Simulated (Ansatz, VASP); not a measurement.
## One calculation of Co, two programs

```
Co
1.0
     3.62800    1.81400    1.81400
     1.81400    3.62800    1.81400
     1.81400    1.81400    3.62800
Co
2
Direct
  0.00000 0.00000 0.00000
  0.50000 0.50000 0.50000
```

Change from the starting cell: parallel moments scaled by 0.1, plain SCF.

Alike in both runs: task single point; functional PBE; k mesh 11 × 11 × 11; occupations fermi-dirac, width 0.05 eV; collinear spin.

|  | VASP | Ansatz |
| --- | --- | --- |
| version | VASP 6.6.1 | Ansatz 0.2.0 |
| potentials or method | VASP PAW PBE potentials, release 64 (Co), cutoff 600 eV | PAW, plane waves, scalar-relativistic |
| valence electrons in the cell | 18 | 34 |

|  | VASP | Ansatz | Ansatz less VASP |
| --- | --- | --- | --- |
| pressure (GPa) | -26.5 | -15.3 | +11.26 |
| traceless stress, the component that is largest in VASP (GPa) | -0.09 | -0.07 | +0.026 |
| net moment per atom (μB) | 0.00 | 1.72 | +1.717 |
| size of the moment on the site where the two differ most (μB) | 0.00 | 1.79 | +1.793 |

The net moments are unlike, so the other rows may belong to different states. Site moments also hang on the region over which each program counts them. VASP's potentials hold 18 valence electrons a cell and Ansatz's 34, so a difference there can come from the potentials and not from the codes.
